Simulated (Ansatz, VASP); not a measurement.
Two plane-wave programs on KF

```
K F
1.0
     0.02728    2.55345    2.55345
     2.55345    0.02728    2.55345
     2.55345    2.55345    0.02728
K F
1 1
Direct
  0.00000 0.00000 0.00000
  0.50000 0.50000 0.50000
```

Alike in both runs: task single point; functional LDA; k mesh 8 × 8 × 8; occupations gaussian, width 0.05 eV; no spin polarisation.

```csv
,VASP,Ansatz
version,VASP 6.6.1,Ansatz 0.2.0
potentials or method,"VASP PAW LDA potentials, release 64 (K_sv, F), cutoff 520 eV","scalar-relativistic, plane waves, PAW"
valence electrons in the cell,16,16
```

|  | VASP | Ansatz | Ansatz less VASP |
| --- | --- | --- | --- |
| gap on the k mesh at the Fermi level (eV) | 6.63 | 6.65 | +0.021 |
| least direct gap on the mesh (eV) | 6.63 | 6.65 | +0.021 |
| pressure (GPa) | 2.7 | 2.4 | -0.34 |
| traceless stress, the component that is largest in VASP (GPa) | -0.13 | -0.14 | -0.005 |

LDA's correlation is that of Perdew and Zunger in VASP and of Perdew and Wang (1992) in Ansatz.
